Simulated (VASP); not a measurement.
# ZnS (F-43m) in VASP: further runs, part 2 of 2

VASP 6.6.1. Earlier steps stand in the parts before.

## Step 4: Single point, r2SCAN

This run uses another cell than the first one, of 18.69 Å³/atom.

File POSCAR:

```
ZnS
1.0
    2.6536100889      2.6536100889      0.0000000000
   -2.6536100889      2.6536100889      0.0000000000
    0.0000000000      2.6536100889      2.6536100889
Zn S
1 1
Direct
    0.7500000000      0.2500000000      0.5000000000
    0.0000000000      0.0000000000      0.0000000000
```

File INCAR.step1:

```
ALGO = Normal
EDIFF = 1E-4
ENCUT = 520
GGA = PE
ISMEAR = 0
LASPH = True
LCHARG = False
LREAL = False
LWAVE = True
NBANDS = 16
NELM = 80
PREC = Accurate
SIGMA = 0.01
```

File INCAR.step2:

```
ALGO = Normal
EDIFF = 1E-6
ENCUT = 520
ISIF = 2
ISMEAR = 0
ISTART = 1
LASPH = True
LCHARG = True
LELF = True
LMIXTAU = True
LREAL = False
LVHAR = True
LWAVE = False
METAGGA = R2SCAN
NBANDS = 16
NELM = 80
PREC = Accurate
SIGMA = 0.01
```

File KPOINTS:

```
k-points
0
Gamma
  8 8 8
```

Potentials or basis: VASP PAW PBE potentials, release 64 (Zn, S).

Run with:

```console
$ cat potpaw_PBE.64/Zn/POTCAR potpaw_PBE.64/S/POTCAR > POTCAR
$ cp INCAR.step1 INCAR
$ mpirun -np 1 vasp_std > vasp.out
$ cp INCAR.step2 INCAR
$ mpirun -np 1 vasp_std > vasp.out
```

OUTCAR:

```text
EDIFF = 1E-6
   ENCUT = 520
   ISIF = 2
   ISMEAR = 0
   ISTART = 1
   LASPH = True
   LREAL = False
   METAGGA = R2SCAN
   NELM = 80
   PREC = Accurate

 ion  position               nearest neighbor table
   1  0.750  0.250  0.500-   2 2.30   2 2.30   2 2.30   2 2.30
   2  0.000  0.000  0.000-   1 2.30   1 2.30   1 2.30   1 2.30

  LATTYP: Found a face centered cubic cell.
 ALAT       =     5.3072201778

  Lattice vectors:

 A1 = (   0.0000000000,   2.6536100889,   2.6536100889)
 A2 = (   2.6536100889,   0.0000000000,   2.6536100889)
 A3 = (   2.6536100889,   2.6536100889,   0.0000000000)

Analysis of symmetry for initial positions (statically):
=====================================================================
 Subroutine PRICEL returns:
 Original cell was already a primitive cell.

 Routine SETGRP: Setting up the symmetry group for a
 face centered cubic supercell.

 Subroutine GETGRP returns: Found 24 space group operations
 (whereof 24 operations were pure point group operations)
 out of a pool of 48 trial point group operations.

The static configuration has the point symmetry T_d .
[... 158 lines left out ...]

  energy without entropy =      -18.84549440  energy(sigma->0) =      -18.84549440

 E-fermi :   2.3984     XC(G=0): -10.5618

 val. band max:        2.3580850964   @ k =   0.0000   0.0000   0.0000
 cond. band min:       5.2899631442   @ k =   0.0000   0.0000   0.0000
 fundamental gap:      2.9318780478
 Fermi energy:         2.3984153882

 k-point     1 :       0.0000    0.0000    0.0000
  band No.  band energies     occupation
      1     -11.7247      2.00000
      2      -4.3766      2.00000
      3      -4.3766      2.00000
      4      -4.3765      2.00000
      5      -3.7586      2.00000
      6      -3.7585      2.00000
[... 433 lines left out ...]
      3      -4.1566      2.00000
      4      -3.8386      2.00000
      5      -3.7473      2.00000
      6      -3.4664      2.00000
[... 8 lines left out ...]
     15      16.7148      0.00000
     16      17.6463      0.00000

 [... further k-points ...]

------------------------ aborting loop because EDIFF is reached ----------------------------------------

  FORCE on cell =-STRESS in cart. coord.  units (eV):
  Direction    XX          YY          ZZ          XY          YZ          ZX
  --------------------------------------------------------------------------------------
  -------------------------------------------------------------------------------------
  Total        0.9330041      0.9330041      0.9330041      0.0000000      0.0000000      0.0000000
  in kB       39.9993391     39.9993391     39.9993391      0.0000000      0.0000000      0.0000000
  external PRESSURE =      39.9993391 kB  Pullay stress =       0.0000000 kB

 VOLUME and BASIS-vectors are now :
 -----------------------------------------------------------------------------
  energy-cutoff  :      520.00
  volume of cell :       37.37
      direct lattice vectors                 reciprocal lattice vectors
     2.653610089  2.653610089  0.000000000     0.188422558  0.188422558 -0.188422558
    -2.653610089  2.653610089  0.000000000    -0.188422558  0.188422558 -0.188422558
     0.000000000  2.653610089  2.653610089     0.000000000  0.000000000  0.376845115

 POSITION                                       TOTAL-FORCE (eV/Angst)
 -----------------------------------------------------------------------------------
      1.32681      3.98042      1.32681        -0.000000     -0.000000      0.000000
      0.00000      0.00000      0.00000         0.000000      0.000000     -0.000000
 -----------------------------------------------------------------------------------
    total drift:                                0.000030      0.000000     -0.000000

  FREE ENERGIE OF THE ION-ELECTRON SYSTEM (eV)
  ---------------------------------------------------
  free  energy   TOTEN  =       -18.8454943960 eV

  energy  without entropy=      -18.8454943960  energy(sigma->0) =      -18.84549440
```

OSZICAR.step1:

```text
N       E                     dE             d eps       ncg     rms          rms(c)
DAV:   1     0.840937977971E+02    0.84094E+02   -0.84583E+03   928   0.134E+03
DAV:   2    -0.197986392631E+01   -0.86074E+02   -0.80446E+02  1104   0.270E+02
DAV:   3    -0.717598430200E+01   -0.51961E+01   -0.51771E+01  1128   0.618E+01
DAV:   4    -0.722621758058E+01   -0.50233E-01   -0.50220E-01  1128   0.629E+00
DAV:   5    -0.722673070364E+01   -0.51312E-03   -0.51312E-03  1144   0.612E-01    0.761E+00
DAV:   6    -0.681779001764E+01    0.40894E+00   -0.74261E-01  1360   0.310E+01    0.588E+00
DAV:   7    -0.679521274568E+01    0.22577E-01   -0.26935E-01  1112   0.484E+00    0.295E+00
DAV:   8    -0.679443332265E+01    0.77942E-03   -0.57406E-03  1216   0.111E+00    0.784E-01
DAV:   9    -0.679459037495E+01   -0.15705E-03   -0.14195E-03  1080   0.294E-01    0.889E-02
DAV:  10    -0.679472410860E+01   -0.13373E-03   -0.16715E-04  1112   0.949E-02    0.393E-02
DAV:  11    -0.679474194614E+01   -0.17838E-04   -0.37013E-05   768   0.487E-02
   1 F= -.67947419E+01 E0= -.67947419E+01  d E =-.105653E-14
```

Wall time 1.8 min (1 thread of Intel Xeon 8259CL, shared host); peak memory 0.17 GiB.

What came out:

| Property | Result |
| --- | --- |
| Free energy | -18.8455 eV |
| Pressure | 4.0 GPa |
| Band gap on the k mesh | 2.93 eV |

Caveat: the cell stands under pressure; the PAW data sets were made with another functional, which shifts forces and pressure a little. r2SCAN opens gaps a little over a GGA but as a rule still falls short of measured ones.

## Step 5: Single point, r2SCAN

This run uses another cell than the first one, of 19.09 Å³/atom.

File POSCAR:

```
ZnS
1.0
    2.6727052155      2.6727052155      0.0000000000
   -2.6727052155      2.6727052155      0.0000000000
    0.0000000000      2.6727052155      2.6727052155
Zn S
1 1
Direct
    0.7500000000      0.2500000000      0.5000000000
    0.0000000000      0.0000000000      0.0000000000
```

File INCAR.step1:

```
  ALGO = Normal
  EDIFF = 1E-4
  ENCUT = 520
  GGA = PE
  ISMEAR = 0
  LASPH = True
  LCHARG = False
  LREAL = False
  LWAVE = True
  NBANDS = 16
  NELM = 100
  PREC = Accurate
  SIGMA = 0.01
```

File INCAR.step2:

```
  ALGO = Normal
  EDIFF = 1E-6
  ENCUT = 520
  ISIF = 2
  ISMEAR = 0
  ISTART = 1
  LASPH = True
  LCHARG = False
  LMIXTAU = True
  LREAL = False
  LWAVE = False
  METAGGA = R2SCAN
  NBANDS = 16
  NELM = 100
  PREC = Accurate
  SIGMA = 0.01
```

KPOINTS is that of step 4.

Potentials or basis: VASP PAW PBE potentials, release 64 (Zn, S).

Run with:

```console
$ cat potpaw_PBE.64/Zn/POTCAR potpaw_PBE.64/S/POTCAR > POTCAR
$ cp INCAR.step1 INCAR
$ mpirun -np 1 vasp_std > vasp.out
$ cp INCAR.step2 INCAR
$ mpirun -np 1 vasp_std > vasp.out
```

OUTCAR:

```text
EDIFF = 1E-6
   ENCUT = 520
   ISIF = 2
   ISMEAR = 0
   ISTART = 1
   LASPH = True
   LREAL = False
   METAGGA = R2SCAN
   NELM = 100
   PREC = Accurate

 ion  position               nearest neighbor table
   1  0.750  0.250  0.500-   2 2.31   2 2.31   2 2.31   2 2.31
   2  0.000  0.000  0.000-   1 2.31   1 2.31   1 2.31   1 2.31

  LATTYP: Found a face centered cubic cell.
 ALAT       =     5.3454104310

  Lattice vectors:

[... 642 lines left out ...]

------------------------ aborting loop because EDIFF is reached ----------------------------------------

  FORCE on cell =-STRESS in cart. coord.  units (eV):
  Direction    XX          YY          ZZ          XY          YZ          ZX
  --------------------------------------------------------------------------------------
  -------------------------------------------------------------------------------------
  Total        0.4828601      0.4828601      0.4828601      0.0000000     -0.0000000      0.0000000
  in kB       20.2604329     20.2604329     20.2604329      0.0000000     -0.0000000      0.0000000
  external PRESSURE =      20.2604329 kB  Pullay stress =       0.0000000 kB

 VOLUME and BASIS-vectors are now :
 -----------------------------------------------------------------------------
  energy-cutoff  :      520.00
  volume of cell :       38.18
      direct lattice vectors                 reciprocal lattice vectors
     2.672705216  2.672705216  0.000000000     0.187076374  0.187076374 -0.187076374
    -2.672705216  2.672705216  0.000000000    -0.187076374  0.187076374 -0.187076374
     0.000000000  2.672705216  2.672705216     0.000000000  0.000000000  0.374152748

 POSITION                                       TOTAL-FORCE (eV/Angst)
 -----------------------------------------------------------------------------------
      1.33635      4.00906      1.33635         0.000000      0.000000      0.000000
      0.00000      0.00000      0.00000        -0.000000     -0.000000      0.000000
 -----------------------------------------------------------------------------------
    total drift:                                0.000028      0.000000     -0.000000

  FREE ENERGIE OF THE ION-ELECTRON SYSTEM (eV)
  ---------------------------------------------------
  free  energy   TOTEN  =       -18.8605102851 eV

  energy  without entropy=      -18.8605102851  energy(sigma->0) =      -18.86051029
```

OUTCAR.step1:

```text
EDIFF = 1E-4
   ENCUT = 520
   GGA = PE
   ISMEAR = 0
   LASPH = True
[... 676 lines left out ...]
 -----------------------------------------------------------------------------------
      1.33635      4.00906      1.33635         0.000000      0.000000      0.000000
      0.00000      0.00000      0.00000        -0.000000     -0.000000     -0.000000
 -----------------------------------------------------------------------------------
    total drift:                                0.000001      0.000000     -0.000000

  FREE ENERGIE OF THE ION-ELECTRON SYSTEM (eV)
  ---------------------------------------------------
  free  energy   TOTEN  =        -6.8225019321 eV

  energy  without entropy=       -6.8225019321  energy(sigma->0) =       -6.82250193
```

Run time: 89 s. Hardware: 1 thread of Intel Xeon 8259CL, shared host; peak memory 0.17 GiB.

What came out:

```yaml
Free_energy: -18.8605 eV
Pressure: 2.0 GPa
Band_gap_on_the_k_mesh: 2.83 eV
```

Levels at points of the mesh, in eV from the valence-band top:
| k point | band 5 | band 6 | band 7 | band 8 | band 9 | band 10 | band 11 | band 12 | band 13 | band 14 |
| --- | --- | --- | --- | --- | --- | --- | --- | --- | --- | --- |
| (0.00, 0.00, 0.00) | -6.05 | -6.05 | 0.00 | 0.00 | 0.00 | 2.83 | 6.87 | 6.88 | 6.88 | 12.34 |
| (0.50, 0.00, 0.00) | -6.02 | -5.84 | -5.62 | -0.94 | -0.94 | 3.88 | 7.37 | 7.37 | 9.54 | 13.04 |
| (0.50, 0.50, 0.00) | -5.96 | -5.82 | -4.75 | -2.41 | -2.41 | 3.65 | 4.47 | 12.02 | 13.05 | 13.06 |

Caveat: the PAW data sets were made with another functional, which shifts forces and pressure a little.

## Step 6: The runs side by side

| cell | gap on the mesh (eV) | pressure (GPa) |
| --- | --- | --- |
| a = 3.716 Å, angles 60.0, 60.0, 90.0°, 2 atoms | 3.07 | 7.0 |
| a = 3.753 Å, angles 60.0, 60.0, 90.0°, 2 atoms | 2.93 | 4.0 |
| a = 3.780 Å, angles 60.0, 60.0, 90.0°, 2 atoms | 2.83 | 2.0 |

Alike in all rows: task single point; level r2SCAN; potentials or basis VASP PAW PBE potentials, release 64 (Zn, S); no spin polarisation; k mesh 8 × 8 × 8; cutoff (eV) 520; smearing gaussian 0.01 eV.

Caveats: the PAW data sets were made with another functional, which shifts forces and pressure a little; the cell stands under pressure (at least some runs).

Absolute energies hang on the potentials; compare differences alone.
